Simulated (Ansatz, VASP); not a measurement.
**Two plane-wave programs on Ta**

```
Ta
1.0
    -1.65943    1.65943    1.65943
     1.65943   -1.65943    1.65943
     1.65943    1.65943   -1.65943
Ta
1
Direct
  0.00000 0.00000 0.00000
```

Alike in both runs: functional PBE; k mesh 24 × 24 × 24; occupations gaussian, width 0.1 eV; no spin polarisation.

Ansatz relaxed the structure, and its values are those at the end. VASP's run is a single point on that final structure, the one shown.

```csv
,VASP,Ansatz
version,VASP 6.6.1,Ansatz 0.2.0
potentials or method,"VASP PAW PBE potentials, release 64 (Ta_pv), cutoff 520 eV","scalar-relativistic, plane waves, PAW"
valence electrons in the cell,11,13
```

```csv
,VASP,Ansatz,Ansatz less VASP
gap on the k mesh at the Fermi level (eV),none,none,-
pressure (GPa),0.1,0.0,-0.09
```

A gap of «none» marks a metal or a gap that the smearing closes. The functional is the same, so the differences come from potentials, cutoffs and numerics. VASP's potentials hold 11 valence electrons a cell and Ansatz's 13, so a difference there can come from the potentials and not from the codes.

Spin-orbit coupling is off throughout.
